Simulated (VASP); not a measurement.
# Ca3ZrBC3: single point with PBE

Crystal: Ca3ZrBC3.

```
CELL_PARAMETERS angstrom
5.08995 0.00000 0.00000
0.00000 5.08995 0.00000
0.00000 0.00000 5.08995
ATOMIC_POSITIONS crystal
Ca 0.50000 0.00000 0.00000
Ca 0.00000 0.50000 0.00000
Ca 0.00000 0.00000 0.50000
Zr 0.50000 0.50000 0.50000
B 0.00000 0.00000 0.00000
C 0.00000 0.50000 0.50000
C 0.50000 0.00000 0.50000
C 0.50000 0.50000 0.00000
```

| Property | Result |
| --- | --- |
| Program | VASP 6.6.1 |
| Task | single point |
| Functional | PBE |
| Potentials or basis | VASP PAW PBE potentials, release 64 (Ca_sv, Zr_sv, B, C) |
| Cutoff | 520 eV |
| k mesh | 4 × 4 × 4 |
| Occupations | gaussian, width 0.1 eV |
| Spin | no spin polarisation |
| Dipole correction | no |
| Further INCAR settings | ALGO = Normal; EDIFF = 1e-07; NBANDS = 38 |

```yaml
Pressure: 0.2 GPa
```

Levels at points of the mesh, in eV from the Fermi level:
```csv
k point,band 26,band 27,band 28,band 29,band 30,band 31,band 32,band 33
"(0.00, 0.00, 0.00)",0.74,0.86,0.86,0.86,1.01,1.01,1.01,1.97
"(0.50, 0.00, 0.00)",-0.87,-0.48,-0.40,0.81,0.81,1.14,1.14,1.39
"(0.50, 0.50, 0.00)",-0.73,-0.73,-0.51,-0.06,0.05,0.12,0.12,3.66
"(0.50, 0.50, 0.50)",-1.51,-0.22,-0.22,-0.22,-0.15,-0.15,-0.15,4.31
```

It took 62 s on 1 thread of Intel(R) Xeon(R) Platinum 8259CL CPU @ 2.50GHz (Skylake/Cascade Lake), with other jobs on the host, peak memory 0.27 GiB.
